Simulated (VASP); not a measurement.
A run of VASP 6.6.1 is set up as follows.

Contents of INCAR:

```
SYSTEM = Ni
PREC = Accurate
ENCUT = 520
EDIFF = 1E-6
ISMEAR = -1
SIGMA = 0.1
LREAL = .FALSE.
LASPH = .TRUE.
NELM = 150
ALGO = Normal
ISIF = 2
LWAVE = .FALSE.
LCHARG = .TRUE.
ISPIN = 2
MAGMOM = 0.39
LORBIT = 11
NUPDOWN = 0.39
LMAXMIX = 4
GGA = CA
LELF = .TRUE.
LVHAR = .TRUE.
NBANDS = 15
```

The input KPOINTS:

```
Automatic mesh
0
G
  16 16 16
  0 0 0
```

File POSCAR:

```
Ni
1.0
    0.0000000000      1.7619350000      1.7619350000
    1.7619350000      0.0000000000      1.7619350000
    1.7619350000      1.7619350000      0.0000000000
Ni
1
Direct
    0.0000000000      0.0000000000      0.0000000000
```

Potentials or basis: VASP PAW LDA potentials, release 64 (Ni).

Run with:

```sh
$ cat potpaw_LDA.64/Ni/POTCAR > POTCAR
$ mpirun -np 1 vasp_std > vasp.out
```

(1) Predict the pressure.

Results:

(1) -17.8 GPa.

Caveat: the total moment is fixed, so each spin has its own Fermi level.
